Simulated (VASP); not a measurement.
A run of VASP 6.6.1:

INCAR

```
SYSTEM = NaCl
PREC = Accurate ; ENCUT = 500
EDIFF = 1E-7 ; ISMEAR = 0
SIGMA = 0.01 ; LREAL = .FALSE.
LASPH = .TRUE. ; NELM = 120
ALGO = Normal ; ISIF = 3
LWAVE = .FALSE. ; LCHARG = .FALSE.
GGA = PS ; IBRION = 2
NSW = 80 ; EDIFFG = -0.001
GGA_COMPAT = .FALSE. ; NELMIN = 4
```

The input KPOINTS:

```
regular mesh
0
G
  8 8 8
  0 0 0
```

File POSCAR:

```
NaCl
1.0
    0.0000000000      2.8002695514      2.8002695514
    2.8002695514      0.0000000000      2.8002695514
    2.8002695514      2.8002695514      0.0000000000
Na Cl
1 1
Direct
    0.0000000000      0.0000000000      0.0000000000
    0.5000000000      0.5000000000      0.5000000000
```

Potentials or basis: VASP PAW PBE potentials, release 64 (Na_pv, Cl).

The run is started by

```bash
$ cat potpaw_PBE.64/Na_pv/POTCAR potpaw_PBE.64/Cl/POTCAR > POTCAR
$ mpirun -np 1 vasp_std > vasp.out
```

Hardware: 1 thread of Intel Xeon 8259CL, on a shared host.

**Question.** How long does it take, and how much memory?

**Answer.** Wall time 31 s on 1 thread of Intel Xeon 8259CL (shared host), peak memory 0.16 GiB. Counts: scf iterations 19, k points 29, ion steps 2.
